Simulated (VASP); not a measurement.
**TiAl3: single point with PBE**

TiAl3:

```xyz
4
Lattice="-1.8443 1.8443 4.1236 1.8443 -1.8443 4.1236 1.8443 1.8443 -4.1236" Properties=species:S:1:pos:R:3 pbc="T T T"
Ti    0.0000    0.0000    0.0000
Al    0.0000    0.0000    4.1236
Al    0.0000    1.8443    2.0618
Al    1.8443    0.0000    2.0618
```

```
Program                : VASP 6.6.1
Task                   : single point
Functional             : PBE
Potentials or basis    : VASP PAW PBE potentials, release 64 (Ti_sv, Al)
Cutoff                 : 520 eV
k mesh                 : 18 × 18 × 18
Occupations            : gaussian, width 0.1 eV
Spin                   : no spin polarisation
Dipole correction      : no
Further INCAR settings : ALGO = Fast; EDIFF = 1e-06; NBANDS = 18
```

```
Pressure               : 17.4 GPa
Band gap on the k mesh : zero (an odd number of electrons rules out a gap without spin polarisation)
```

Stress tensor (GPa, compression positive):
```
17.44  0.00  0.00
 0.00 17.44  0.00
 0.00  0.00 17.36
```

Levels at points of the mesh, in eV from the Fermi level:
```tsv
k point	band 7	band 8	band 9	band 10	band 11	band 12	band 13	band 14	band 15	band 16
(0.00, 0.00, 0.00)	-2.77	-1.65	-1.35	-1.35	0.93	1.99	1.99	2.26	3.19	4.37
(0.50, 0.00, 0.00)	-3.89	-2.93	-1.15	-0.32	0.56	2.11	2.27	3.08	3.38	5.06
(0.50, 0.50, 0.00)	-4.56	-4.06	-2.79	-2.27	-1.11	2.07	2.26	2.92	3.23	3.71
(0.50, 0.50, 0.50)	-2.20	-0.89	-0.89	-0.30	0.75	0.75	1.08	3.28	5.76	6.70
```

It took 9.8 min on 1 thread of Intel(R) Xeon(R) 6975P-C (Granite Rapids) (shared host), peak memory 0.56 GiB.

Caveat: the cell stands under pressure.
